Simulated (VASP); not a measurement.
Input of a VASP 6.6.1 run:

Contents of INCAR:

```
SYSTEM = KF
PREC     = Accurate       ! precision mode
ENCUT    = 520            ! plane-wave cutoff, eV
EDIFF    = 1E-7           ! SCF threshold, eV
ISMEAR   = 0              ! smearing method
SIGMA    = 0.05           ! smearing width, eV
LREAL    = .False.        ! projectors in reciprocal space
LASPH    = .True.         ! aspherical terms in the spheres
NELM     = 80             ! most SCF steps
ALGO     = Normal         ! electronic algorithm
ISIF     = 2              ! what is computed and relaxed
LWAVE    = .False.        ! write WAVECAR
LCHARG   = .False.        ! write CHGCAR
GGA      = PE             ! functional
NBANDS   = 15             ! bands
```

Contents of KPOINTS:

```
Automatic mesh
0
Gamma
  8 8 8
  0 0 0
```

POSCAR

```
KF
1.0
    0.0000000000      2.8071750000      2.5398250000
    2.8071750000      0.0000000000      2.5398250000
    2.8071750000      2.8071750000      0.0000000000
K F
1 1
Direct
    0.0000000000      0.0000000000      0.0000000000
    0.5000000000      0.5000000000      0.5000000000
```

Potentials or basis: VASP PAW PBE potentials, release 64 (K_sv, F).

Command:

```bash
$ cat potpaw_PBE.64/K_sv/POTCAR potpaw_PBE.64/F/POTCAR > POTCAR
$ mpirun -np 1 vasp_std > vasp.out
```

What does it give for the band gap on the k mesh?

5.77 eV.

Estimate the pressure.

0.7 GPa.

Stress tensor (GPa, compression positive):
```
-1.23  0.00  0.00
 0.00 -1.23  0.00
 0.00  0.00  4.52
```

Caveat: the cell differs from its parent crystal (strain +0.050 along x and y, -0.050 along z); the stress differs along the axes, from -1 to 5 GPa. A k mesh can miss the band edges.
